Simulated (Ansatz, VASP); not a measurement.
## One calculation of YF7, two programs

```
CELL_PARAMETERS angstrom
0.00000 3.50734 3.50734
3.50734 0.00000 3.50734
3.50734 3.50734 0.00000
ATOMIC_POSITIONS crystal
Y 0.00000 0.00000 0.00000
F 0.50000 0.50000 0.50000
F 0.00000 0.00000 0.50000
F 0.50000 0.00000 0.50000
F 0.00000 0.50000 0.50000
F 0.50000 0.50000 0.00000
F 0.00000 0.50000 0.00000
F 0.50000 0.00000 0.00000
```

Change from the starting cell: species swapped into the LiPd7 type (Fm-3m, No. 225).

Alike in both runs: functional PBE; k mesh 10 × 10 × 10; occupations gaussian, width 0.1 eV; collinear spin.

Ansatz relaxed the structure, and its values are those at the end. VASP's run is a single point on that final structure, the one shown.

```csv
,VASP,Ansatz
version,VASP 6.6.1,Ansatz 0.2.0
potentials or method,"VASP PAW PBE potentials, release 64 (Y_sv, F), cutoff 520 eV","scalar-relativistic, plane waves, PAW"
valence electrons in the cell,60,60
```

Ansatz gave:

```
gap on the k mesh at the Fermi level (eV)                     : none
pressure (GPa)                                                : 0.0
net moment per atom (μB)                                      : 0.50
size of the moment on the site where the two differ most (μB) : 0.53
```

Question: What did VASP give for the same quantities?

Answer: gap on the k mesh at the Fermi level (eV): none; pressure (GPa): -0.5; net moment per atom (μB): 0.19; size of the moment on the site where the two differ most (μB): 0.09.

The net moments are unlike, so the other rows may belong to different states. Site moments also hang on the region over which each program counts them. A gap of «none» marks a metal or a gap that the smearing closes.
